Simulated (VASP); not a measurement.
Here is a VASP 6.6.1 calculation.

The input INCAR:

```
  PREC = Accurate
  ENCUT = 520
  EDIFF = 1E-7
  ISMEAR = 0
  SIGMA = 0.15
  LREAL = False
  LASPH = True
  NELM = 80
  ALGO = Normal
  ISIF = 2
  LWAVE = False
  LCHARG = True
  GGA = PE
  LELF = True
  LVHAR = True
  NBANDS = 14
```

The input KPOINTS:

```
regular mesh
0
Gamma
  21 21 10
```

The input POSCAR:

```
TiAl
1.0
    2.8672622327      0.0000000000      0.0000000000
   -1.4336311163      2.4831219328      0.0000000000
    0.0000000000      0.0000000000      4.6780830000
Ti Al
1 1
Direct
    0.0000000000      0.0000000000      0.0000000000
    0.3333333333      0.6666666667      0.5000000000
```

Potentials or basis: VASP PAW PBE potentials, release 64 (Ti_sv, Al).

Run with:

```console
$ cat potpaw_PBE.64/Ti_sv/POTCAR potpaw_PBE.64/Al/POTCAR > POTCAR
$ mpirun -np 1 vasp_std > vasp.out
```

Estimate the band gap on the k mesh.

zero (an odd number of electrons rules out a gap without spin polarisation).

Estimate the pressure.

0.2 GPa.

Stress tensor (GPa, compression positive):
```
 0.71  0.00  0.00
 0.00  0.71  0.00
 0.00  0.00 -0.88
```
